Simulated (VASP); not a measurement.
A run of VASP 6.6.1:

Contents of POSCAR:

```
Sr
1.0
    4.4314720717      0.0000000000      0.0000000000
   -2.2157360359      3.8377673903      0.0000000000
    0.0000000000      0.0000000000      6.6687996254
Sr
2
Direct
    0.3333333333      0.6666666667      0.2500000000
    0.6666666667      0.3333333333      0.7500000000
```

The input INCAR.step1:

```
PREC = Accurate ; ENCUT = 520
ISMEAR = 0 ; SIGMA = 0.15
LREAL = False ; LASPH = True
NELM = 80 ; NBANDS = 17
GGA = PE ; ALGO = Normal
EDIFF = 1E-4 ; LWAVE = True
LCHARG = False
```

The input INCAR.step2:

```
PREC = Accurate ; ENCUT = 520
EDIFF = 1E-6 ; ISMEAR = 0
SIGMA = 0.15 ; LREAL = False
LASPH = True ; NELM = 80
ALGO = Normal ; ISIF = 2
LWAVE = False ; LCHARG = False
METAGGA = R2SCAN ; LMIXTAU = True
NBANDS = 17 ; ISTART = 1
```

KPOINTS

```
regular mesh
0
Gamma
  12 12 8
```

Potentials or basis: VASP PAW PBE potentials, release 64 (Sr_sv).

Launch:

```sh
$ cat potpaw_PBE.64/Sr_sv/POTCAR > POTCAR
$ cp INCAR.step1 INCAR
$ mpirun -np 1 vasp_std > vasp.out
$ cp INCAR.step2 INCAR
$ mpirun -np 1 vasp_std > vasp.out
```

Hardware: 1 thread of Intel(R) Xeon(R) 6975P-C (Granite Rapids), with other jobs on the host.

**Question.** How long does it take, and how much memory?

**Answer.** Run time: 5.9 min on 1 thread of Intel(R) Xeon(R) 6975P-C (Granite Rapids), on a shared host, peak memory 0.36 GiB. Counts: k points 95.
